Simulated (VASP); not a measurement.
## ScAl: single point with LDA

The system is ScAl.

```xyz
2
Lattice="3.3703 0.0000 0.0000 0.0000 3.3703 0.0000 0.0000 0.0000 3.3703" Properties=species:S:1:pos:R:3 pbc="T T T"
Sc    1.6852    1.6852    1.1852
Al    0.0000    0.0000    0.0000
```

This cell differs from its parent crystal: all Sc atoms moved -0.500 Å, as atom 1 along Cartesian [0 0 1].

```yaml
Program: VASP 6.6.1
Task: single point
Functional: LDA
Potentials_or_basis: VASP PAW LDA potentials, release 64 (Sc_sv, Al)
Cutoff: 520 eV
k_mesh: 14 × 14 × 14
Occupations: fermi-dirac, width 0.02 eV
Spin: no spin polarisation
```

```
Pressure               : 1.8 GPa
Largest force          : 2.202 eV/Å
Band gap on the k mesh : zero (band 7 reaches 5.98 eV, above the bottom of band 8 at 5.19 eV)
```

Forces in eV/Å, atoms in the order of the input:
```
Sc   0.000  0.000  2.202
Al   0.000  0.000 -2.202
```

Stress tensor (GPa, compression positive):
```
 3.37  0.00  0.00
 0.00  3.37  0.00
 0.00  0.00 -1.19
```

Levels at points of the mesh, in eV from the Fermi level:
| k point | band 5 | band 6 | band 7 | band 8 | band 9 | band 10 |
| --- | --- | --- | --- | --- | --- | --- |
| (0.00, 0.00, 0.00) | -8.28 | -0.79 | -0.74 | 2.52 | 2.52 | 2.58 |
| (0.50, 0.00, 0.00) | -5.51 | -4.33 | 0.17 | 0.55 | 1.06 | 2.90 |
| (0.00, 0.00, 0.50) | -5.68 | -4.25 | 0.06 | 0.91 | 0.91 | 2.78 |
| (0.50, 0.50, 0.00) | -4.75 | -1.72 | -1.72 | -0.54 | 1.83 | 1.83 |
| (0.00, 0.50, 0.50) | -4.48 | -1.96 | -1.76 | -0.44 | 1.18 | 1.62 |
| (0.50, 0.50, 0.50) | -2.85 | -2.30 | -2.30 | -0.15 | 2.76 | 2.76 |

Run time: 2.3 min on 1 thread of Intel(R) Xeon(R) Platinum 8259CL CPU @ 2.50GHz (Skylake/Cascade Lake) (shared host), peak memory 0.27 GiB.

Caveat: the cell differs from its parent crystal (all Sc atoms moved -0.500 Å, as atom 1 along Cartesian [0 0 1]); forces of over 1 eV/Å act on the atoms, so gaps and moduli don't describe the material at rest.
